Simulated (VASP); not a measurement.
# HfIr2 (P4/nmm) in VASP: a series of runs

The runs below take HfIr2 through single point, relaxation of cell and atoms, with PBE.

All numbers are computed with VASP 6.6.1; they aren't measurements. Logs are shortened: lines on timing, memory, paths and dates and some standing lists are left out, and cuts for length are marked.

**1. The cell of the first run**

Symmetry: P4/nmm, No. 129, tetragonal system. The conventional cell has a = 3.930 Å, b = 3.930 Å, c = 6.756 Å, α = 90.00°, β = 90.00°, γ = 90.00°. Hf (site symmetry 4mm) has 9 Ir at 2.63 to 3.04 Å and 4 Hf at 3.49 Å within 3.5 Å. Within 3.5 Å of Ir (site symmetry -4m2) lie 8 Ir at 2.67 to 2.78 Å and 4 Hf at 3.04 Å. Within 3.5 Å of Ir (site symmetry 4mm) lie 5 Hf at 2.63 to 2.83 Å and 4 Ir at 2.67 Å.

**2. Single point, PBE**

File INCAR:

```
PREC = Accurate
ENCUT = 520
EDIFF = 1E-7
ISMEAR = 0
SIGMA = 0.1
LREAL = False
LASPH = True
NELM = 60
ALGO = Normal
ISIF = 2
LWAVE = False
LCHARG = False
GGA = PE
NBANDS = 37
```

File KPOINTS:

```
regular mesh
0
Gamma
  4 4 4
```

File POSCAR:

```
HfIr2
1.0
    3.9301560486      0.0000000000      0.0000000000
    0.0000000000      3.9301560486      0.0000000000
    0.0000000000      0.0000000000      6.7558526965
Hf Ir
2 4
Direct
    0.0000000000      0.5000000000      0.6557067068
    0.5000000000      0.0000000000      0.3442932932
    0.0000000000      0.0000000000      0.0000000000
    0.5000000000      0.5000000000      0.0000000000
    0.0000000000      0.5000000000      0.2671251146
    0.5000000000      0.0000000000      0.7328748854
```

Potentials or basis: VASP PAW PBE potentials, release 64 (Hf_pv, Ir).

Command:

```
> cat potpaw_PBE.64/Hf_pv/POTCAR potpaw_PBE.64/Ir/POTCAR > POTCAR
> mpirun -np 1 vasp_std > vasp.out
```

OUTCAR:

```text
PREC = Accurate
   ENCUT = 520
   EDIFF = 1E-7
   ISMEAR = 0
   LREAL = False
   LASPH = True
   NELM = 60
   ISIF = 2
   GGA = PE

 ion  position               nearest neighbor table
   1  0.000  0.500  0.656-   5 2.63   6 2.83   6 2.83   6 2.83   6 2.83   3 3.04   4 3.04   4 3.04
                             3 3.04   2 3.49   2 3.49   2 3.49   2 3.49
   2  0.500  0.000  0.344-   6 2.63   5 2.83   5 2.83   5 2.83   5 2.83   3 3.04   3 3.04   4 3.04
                             4 3.04   1 3.49   1 3.49   1 3.49   1 3.49
   3  0.000  0.000  0.000-   5 2.67   6 2.67   5 2.67   6 2.67   4 2.78   4 2.78   4 2.78   4 2.78
                             2 3.04   1 3.04   2 3.04   1 3.04
   4  0.500  0.500  0.000-   5 2.67   6 2.67   6 2.67   5 2.67   3 2.78   3 2.78   3 2.78   3 2.78
                             1 3.04   2 3.04   2 3.04   1 3.04
   5  0.000  0.500  0.267-   1 2.63   3 2.67   4 2.67   3 2.67   4 2.67   2 2.83   2 2.83   2 2.83
                             2 2.83
   6  0.500  0.000  0.733-   2 2.63   3 2.67   4 2.67   4 2.67   3 2.67   1 2.83   1 2.83   1 2.83
                             1 2.83

  LATTYP: Found a simple tetragonal cell.
 ALAT       =     3.9301560486
 C/A-ratio  =     1.7189782322

  Lattice vectors:

 A1 = (   3.9301560486,   0.0000000000,   0.0000000000)
 A2 = (   0.0000000000,   3.9301560486,   0.0000000000)
 A3 = (   0.0000000000,   0.0000000000,   6.7558526965)

Analysis of symmetry for initial positions (statically):
=====================================================================
 Subroutine PRICEL returns:
 Original cell was already a primitive cell.

 Routine SETGRP: Setting up the symmetry group for a
 simple tetragonal supercell.

 Subroutine GETGRP returns: Found 16 space group operations
 (whereof  8 operations were pure point group operations)
 out of a pool of 16 trial point group operations.

The static configuration has the point symmetry D_2d.
 The point group associated with its full space group is D_4h.

Analysis of symmetry for dynamics (positions and initial velocities):
=====================================================================
 Subroutine PRICEL returns:
 Original cell was already a primitive cell.

 Routine SETGRP: Setting up the symmetry group for a
 simple tetragonal supercell.

 Subroutine GETGRP returns: Found 16 space group operations
 (whereof  8 operations were pure point group operations)
 out of a pool of 16 trial point group operations.

The dynamic configuration has the point symmetry D_2d.
 The point group associated with its full space group is D_4h.

 Subroutine INISYM returns: Found 16 space group operations
 (whereof  8 operations are pure point group operations),
 and found     1 'primitive' translations

----------------------------------------------------------------------------------------

                                     Primitive cell

  volume of cell :     104.3518

  direct lattice vectors                    reciprocal lattice vectors
     3.930156049  0.000000000  0.000000000     0.254442823  0.000000000  0.000000000
     0.000000000  3.930156049  0.000000000     0.000000000  0.254442823  0.000000000
     0.000000000  0.000000000  6.755852696     0.000000000  0.000000000  0.148019805

  length of vectors
     3.930156049  3.930156049  6.755852696     0.254442823  0.254442823  0.148019805

  position of ions in fractional coordinates (direct lattice)
     0.000000000  0.500000000  0.655706707
     0.500000000  0.000000000  0.344293293
     0.000000000  0.000000000  0.000000000
     0.500000000  0.500000000  0.000000000
     0.000000000  0.500000000  0.267125115
     0.500000000  0.000000000  0.732874885

  ion indices of the primitive-cell ions
   primitive index   ion index
                 1           1
                 2           2
                 3           3
                 4           4
                 5           5
                 6           6

----------------------------------------------------------------------------------------

 KPOINTS: regular mesh

Automatic generation of k-mesh.
 Grid dimensions read from file:
 generate k-points for:    4    4    4

 Generating k-lattice:

  Cartesian coordinates                     Fractional coordinates (reciprocal lattice)
     0.063610706  0.000000000  0.000000000     0.250000000  0.000000000  0.000000000
     0.000000000  0.063610706  0.000000000     0.000000000  0.250000000  0.000000000
     0.000000000  0.000000000  0.037004951     0.000000000  0.000000000  0.250000000

  Length of vectors
     0.063610706  0.063610706  0.037004951

  Shift w.r.t. Gamma in fractional coordinates (k-lattice)
     0.000000000  0.000000000  0.000000000

 Subroutine IBZKPT returns following result:
 ===========================================

 Found     18 irreducible k-points:

 Following reciprocal coordinates:
            Coordinates               Weight
  0.000000  0.000000  0.000000      1.000000
  0.250000  0.000000  0.000000      4.000000
  0.500000  0.000000  0.000000      2.000000
  0.250000  0.250000  0.000000      4.000000
  0.500000  0.250000  0.000000      4.000000
  0.500000  0.500000  0.000000      1.000000
[... 10 lines left out ...]
  0.500000  0.250000  0.500000      4.000000
  0.500000  0.500000  0.500000      1.000000
   k-points           NKPTS =     18   k-points in BZ     NKDIM =     18   number of bands    NBANDS=     37
   number of dos      NEDOS =    301   number of ions     NIONS =      6
   total plane-waves  NPLWV =  45000
   dimension x,y,z NGX =    30 NGY =   30 NGZ =   50
   dimension x,y,z NGXF=    60 NGYF=   60 NGZF=  100
   ions per type =               2   4
   NGX,Y,Z   is equivalent  to a cutoff of  12.69, 12.69, 12.30 a.u.
   NGXF,Y,Z  is equivalent  to a cutoff of  25.38, 25.38, 24.61 a.u.
 SYSTEM =  unknown system
   PREC   = accura    normal or accurate (medium, high low for compatibility)
   ISTART =      0    job   : 0-new  1-cont  2-samecut
   ICHARG =      2    charge: 1-file 2-atom 10-const
   ISPIN  =      1    spin polarized calculation?
   LNONCOLLINEAR =      F non collinear calculations
   LSORBIT =      F    spin-orbit coupling
   LASPH  =      T    aspherical Exc in radial PAW
   ENCUT  =  520.0 eV  38.22 Ry    6.18 a.u.   7.31  7.31 12.56*2*pi/ulx,y,z
   NELM   =     60;   NELMIN=  2; NELMDL= -5     # of ELM steps
   EDIFF  = 0.1E-06   stopping-criterion for ELM
   LREAL  =      F    real-space projection
   EDIFFG = 0.1E-05   stopping-criterion for IOM
   NSW    =      0    number of steps for IOM
   IBRION =     -1    ionic relax: 0-MD 1-quasi-New 2-CG
   NFREE  =      0    steps in history (QN), initial steepest desc. (CG)
   ISIF   =      2    stress and relaxation
   ISYM   =      2    0-nonsym 1-usesym 2-fastsym
   POTIM  = 0.5000    time-step for ionic-motion
   TEBEG  =    0.0;   TEEND  =   0.0 temperature during run
   PSTRESS=    0.0 pullay stress
   NELECT =      56.0000    total number of electrons
   NUPDOWN=      -1.0000    fix difference up-down
   EMIN   =  10.00;   EMAX   =-10.00  energy-range for DOS
   EFERMI =   0.00;   METHOD = LEGACY
   ISMEAR =     0;   SIGMA  =   0.10  broadening in eV -4-tet -1-fermi 0-gaus
   EFERMI_NEDOS =   21; number of points for ismear=-14 and -15
   IALGO  =     38    algorithm
   IMIX   =      4    mixing-type and parameters
     AMIX     =   0.40;   BMIX     =  1.00
     AMIX_MAG =   1.60;   BMIX_MAG =  1.00
  volume/ion in A,a.u.               =      17.39       117.37
  Fermi-wavevector in a.u.,A,eV,Ry     =   1.330365  2.514026 24.080569  1.769872
  Thomas-Fermi vector in A             =   2.459458
   LORBIT       =      0    0 simple, 1 ext, 2 COOP (PROOUT), +10 PAW based schemes
   GGA     = PE    functional components
   LHFCALC =     F    Hartree Fock is set to
   AEXX    =    0.0000 exact exchange contribution
   IVDW    =     0    specifies the selected vdW correction
   LEPSILON=     F    determine dielectric tensor
   LRPA    =     F    only Hartree local field effects (RPA)
 non-spin polarized calculation
 Gauss-broadening in eV      SIGMA  =   0.10
  energy-cutoff  :      520.00
  volume of cell :      104.35
 maximum number of plane-waves:      2840
 NGX is ok and might be reduce to    30
   NGX = 15   NGY = 15   NGZ = 25

 number of electron      55.9999996 magnetization

 Free energy of the ion-electron system (eV)
  ---------------------------------------------------
  ext. energy  EPLUGINS =         0.00000000
  ---------------------------------------------------
  free energy    TOTEN  =       -58.56835454 eV

  energy without entropy =      -58.52764676  energy(sigma->0) =      -58.54800065

 E-fermi :   7.1636     XC(G=0): -12.5927

 val. band max:        7.1401898686   @ k =   0.5000   0.0000   0.2500
 cond. band min:       7.1799127219   @ k =   0.2500   0.2500   0.5000
 fundamental gap:      0.0397228533
 Fermi energy:         7.1635781942

 k-point     1 :       0.0000    0.0000    0.0000
  band No.  band energies     occupation
      1     -23.3366      2.00000
      2     -23.3366      2.00000
      3     -23.3332      2.00000
      4     -23.2554      2.00000
      5     -23.2554      2.00000
      6     -23.2304      2.00000
[... 29 lines left out ...]
     36      11.1052      0.00000
     37      11.3060      0.00000

 k-point     2 :       0.2500    0.0000    0.0000
  band No.  band energies     occupation
      1     -23.3687      2.00000
      2     -23.3465      2.00000
      3     -23.3285      2.00000
      4     -23.2711      2.00000
      5     -23.2654      2.00000
      6     -23.2273      2.00000
[... 29 lines left out ...]
     36      10.8672      0.00000
     37      11.1840      0.00000
[... 598 lines left out ...]
     36      10.5265      0.00000
     37      11.1659      0.00000

 k-point    18 :       0.5000    0.5000    0.5000
  band No.  band energies     occupation
      1     -23.3917      2.00000
      2     -23.3917      2.00000
      3     -23.2812      2.00000
      4     -23.2812      2.00000
      5     -23.2743      2.00000
      6     -23.2743      2.00000
[... 29 lines left out ...]
     36       9.9908      0.00000
     37      11.1031      0.00000

------------------------ aborting loop because EDIFF is reached ----------------------------------------

  FORCE on cell =-STRESS in cart. coord.  units (eV):
  Direction    XX          YY          ZZ          XY          YZ          ZX
  --------------------------------------------------------------------------------------
  -------------------------------------------------------------------------------------
  Total       -0.3293659     -0.3293659     -0.3854123      0.0000000      0.0000000     -0.0000000
  in kB       -5.0569600     -5.0569600     -5.9174746      0.0000000      0.0000000     -0.0000000
  external PRESSURE =      -5.3437982 kB  Pullay stress =       0.0000000 kB

 VOLUME and BASIS-vectors are now :
 -----------------------------------------------------------------------------
  energy-cutoff  :      520.00
  volume of cell :      104.35
      direct lattice vectors                 reciprocal lattice vectors
     3.930156049  0.000000000  0.000000000     0.254442823  0.000000000  0.000000000
     0.000000000  3.930156049  0.000000000     0.000000000  0.254442823  0.000000000
     0.000000000  0.000000000  6.755852696     0.000000000  0.000000000  0.148019805

 POSITION                                       TOTAL-FORCE (eV/Angst)
 -----------------------------------------------------------------------------------
      0.00000      1.96508      4.42986         0.000000     -0.000000      0.013291
      1.96508      0.00000      2.32599        -0.000000      0.000000     -0.013291
      0.00000      0.00000      0.00000         0.000000      0.000000      0.000000
      1.96508      1.96508      0.00000         0.000000     -0.000000      0.000000
      0.00000      1.96508      1.80466         0.000000      0.000000      0.139480
      1.96508      0.00000      4.95119        -0.000000     -0.000000     -0.139480
 -----------------------------------------------------------------------------------
    total drift:                                0.000000      0.000000     -0.000000

  FREE ENERGIE OF THE ION-ELECTRON SYSTEM (eV)
  ---------------------------------------------------
  free  energy   TOTEN  =       -58.5683545365 eV

  energy  without entropy=      -58.5276467571  energy(sigma->0) =      -58.54800065
```

Run time: 61 s. Hardware: 1 thread of Intel Xeon Platinum 8488C (Sapphire Rapids), shared host; peak memory 0.23 GiB.

What came out:

- Free energy: -58.5684 eV
- Pressure: -0.5 GPa
- Largest force: 0.139 eV/Å
- Band gap on the k mesh: zero (band 28 reaches 7.71 eV, above the bottom of band 29 at 6.82 eV)

Forces on the atoms (eV/Å):
```
Hf   0.000  0.000  0.013
Hf   0.000  0.000 -0.013
Ir   0.000  0.000  0.000
Ir   0.000  0.000  0.000
Ir   0.000  0.000  0.139
Ir   0.000  0.000 -0.139
```

Stress tensor (GPa, compression positive):
```
-0.51  0.00  0.00
 0.00 -0.51  0.00
 0.00  0.00 -0.59
```

Levels at points of the mesh, in eV from the Fermi level:
```csv
k point,band 25,band 26,band 27,band 28,band 29,band 30,band 31,band 32
"(0.00, 0.00, 0.00)",-0.72,-0.72,0.15,0.16,1.14,1.75,2.45,3.16
"(0.50, 0.00, 0.00)",-1.31,-1.31,-1.12,-1.12,-0.15,-0.15,1.40,1.40
"(0.50, 0.50, 0.00)",-1.04,-1.04,0.20,0.20,0.31,0.31,1.26,1.26
"(0.00, 0.00, 0.50)",-0.72,-0.15,0.08,0.55,0.96,1.75,1.84,1.84
"(0.50, 0.00, 0.50)",-1.25,-1.25,-0.75,-0.75,0.08,0.08,1.94,1.94
"(0.50, 0.50, 0.50)",-1.19,-1.19,-0.40,-0.40,0.05,0.05,0.27,0.27
```

Caveat: the k points lie up to 0.40 Å⁻¹ apart; spin-orbit coupling is left out, which moves the levels of the heavy elements.

**3. Relaxation of cell and atoms, PBE**

This run uses another cell than the first one, of 14.31 Å³/atom, 0.823 times its volume.

File INCAR:

```
PREC     = Accurate       # precision mode
ENCUT    = 600            # plane-wave cutoff, eV
EDIFF    = 1E-7           # SCF threshold, eV
ISMEAR   = 0              # smearing method
SIGMA    = 0.1            # smearing width, eV
LREAL    = False          # projectors in reciprocal space
LASPH    = True           # aspherical terms in the spheres
NELM     = 100            # most SCF steps
ALGO     = Normal         # electronic algorithm
ISIF     = 3              # what is computed and relaxed
LWAVE    = False          # write WAVECAR
LCHARG   = False          # write CHGCAR
GGA      = PE             # functional
IBRION   = 2              # ionic algorithm
NSW      = 90             # ionic steps
EDIFFG   = -0.04          # ionic threshold
```

File KPOINTS:

```
Automatic mesh
0
Gamma
  4 4 4
```

File POSCAR:

```
HfIr2
1.0
    3.8316718396      0.0000000000      0.0000000000
    0.0000000000      3.8316718396      0.0000000000
    0.0000000000      0.0000000000      5.8463710359
Hf Ir
2 4
Direct
    0.0000000000      0.5000000000      0.7000000000
    0.5000000000      0.0000000000      0.3000000000
    0.0000000000      0.0000000000      0.0000000000
    0.5000000000      0.5000000000      0.0000000000
    0.0000000000      0.5000000000      0.2700000000
    0.5000000000      0.0000000000      0.7300000000
```

Potentials or basis: VASP PAW PBE potentials, release 64 (Hf_pv, Ir).

Command:

```
> cat potpaw_PBE.64/Hf_pv/POTCAR potpaw_PBE.64/Ir/POTCAR > POTCAR
> mpirun -np 1 vasp_std > vasp.out
```

Wall time 10 min (1 thread of Intel Xeon Platinum 8488C (Sapphire Rapids), shared host); peak memory 0.26 GiB.

It converged, with:

| Property | Result |
| --- | --- |
| Free energy | -58.5666 eV |
| Relaxed volume | 17.35 Å³/atom |
| Relaxed cell | a = 3.935 Å, b = 3.935 Å, c = 6.722 Å, α = 90.00°, β = 90.00°, γ = 90.00° |
| Space group after relaxing (to 0.05 Å) | P4/nmm (No. 129) |
| Energy gained by relaxing | 831.8 meV/atom |
| Ionic steps | 18 |
| Pressure after relaxing | 0.0 GPa |
| Largest force after relaxing | 0.013 eV/Å |
| Band gap on the k mesh | zero (band 28 reaches 7.73 eV, above the bottom of band 29 at 6.87 eV) |

Forces on the atoms (eV/Å):
```
Hf   0.000  0.000 -0.001
Hf   0.000  0.000  0.001
Ir   0.000  0.000  0.000
Ir   0.000  0.000  0.000
Ir   0.000  0.000  0.013
Ir   0.000  0.000 -0.013
```

Stress tensor (GPa, compression positive):
```
-0.09  0.00  0.00
 0.00 -0.09  0.00
 0.00  0.00  0.20
```

The path:
| step | energy change (eV) | largest force (eV/Å) | pressure (GPa) | volume (Å³) |
| --- | --- | --- | --- | --- |
| 1 | 0.0000 | 5.4500 | 80.08 | 85.83 |
| 2 | 13.6658 | 1.3342 | -27.02 | 208.66 |
| 3 | 2.2172 | 1.1551 | -32.83 | 148.98 |
| 4 | -3.1356 | 1.7291 | -23.24 | 121.41 |
| 5 | -4.0335 | 0.9563 | 24.45 | 96.06 |
| 6 | -4.6141 | 1.2623 | -4.79 | 107.09 |
| 7 | -4.6597 | 1.0682 | -0.35 | 104.90 |
| 8 | -4.6609 | 1.0279 | 0.53 | 104.49 |
| 9 | -4.7725 | 0.8285 | -2.09 | 105.52 |
| 10 | -4.7739 | 0.9085 | -2.36 | 105.65 |
| 11 | -4.8379 | 1.0245 | 3.55 | 102.82 |
| 12 | -4.8379 | 1.0280 | 3.80 | 102.71 |
| 13 | -4.8831 | 0.8700 | 3.46 | 102.76 |
| 14 | -4.9714 | 0.2784 | 2.79 | 102.87 |
| 15 | -4.8388 | 0.9750 | 3.25 | 103.00 |
| 16 | -4.9805 | 0.1036 | 2.71 | 102.91 |
| 17 | -4.9895 | 0.0136 | -0.85 | 104.46 |
| 18 | -4.9906 | 0.0134 | 0.01 | 104.07 |

Final structure:
```cif
data_structure
_symmetry_space_group_name_H-M 'P 1'
_symmetry_Int_Tables_number 1
_cell_length_a 3.9347
_cell_length_b 3.9347
_cell_length_c 6.7223
_cell_angle_alpha 90.000
_cell_angle_beta 90.000
_cell_angle_gamma 90.000
_cell_volume 104.07
loop_
_atom_site_label
_atom_site_type_symbol
_atom_site_fract_x
_atom_site_fract_y
_atom_site_fract_z
_atom_site_occupancy
Hf1 Hf 0.00000 0.50000 0.65701 1
Hf2 Hf 0.50000 0.00000 0.34299 1
Ir1 Ir 0.00000 0.00000 0.00000 1
Ir2 Ir 0.50000 0.50000 0.00000 1
Ir3 Ir 0.00000 0.50000 0.26847 1
Ir4 Ir 0.50000 0.00000 0.73153 1
```

Levels at points of the mesh, in eV from the Fermi level:
```tsv
k point	band 24	band 25	band 26	band 27	band 28	band 29	band 30	band 31	band 32	band 33
(0.00, 0.00, 0.00)	-0.94	-0.73	-0.73	0.14	0.16	1.20	1.73	2.50	3.14	3.14
(0.50, 0.00, 0.00)	-1.40	-1.30	-1.30	-1.14	-1.14	-0.14	-0.14	1.39	1.39	2.50
(0.50, 0.50, 0.00)	-1.54	-1.05	-1.05	0.18	0.18	0.35	0.35	1.30	1.30	2.07
(0.00, 0.00, 0.50)	-0.74	-0.74	-0.12	0.07	0.55	1.04	1.73	1.84	1.84	2.69
(0.50, 0.00, 0.50)	-1.62	-1.26	-1.26	-0.74	-0.74	0.10	0.10	1.92	1.93	1.93
(0.50, 0.50, 0.50)	-1.51	-1.17	-1.17	-0.40	-0.40	0.05	0.05	0.25	0.25	2.61
```

Caveat: the k points lie up to 0.40 Å⁻¹ apart in the final cell; the volume moved by over 15 % at a fixed basis, so the end points are rough; spin-orbit coupling is left out, which moves the levels of the heavy elements.
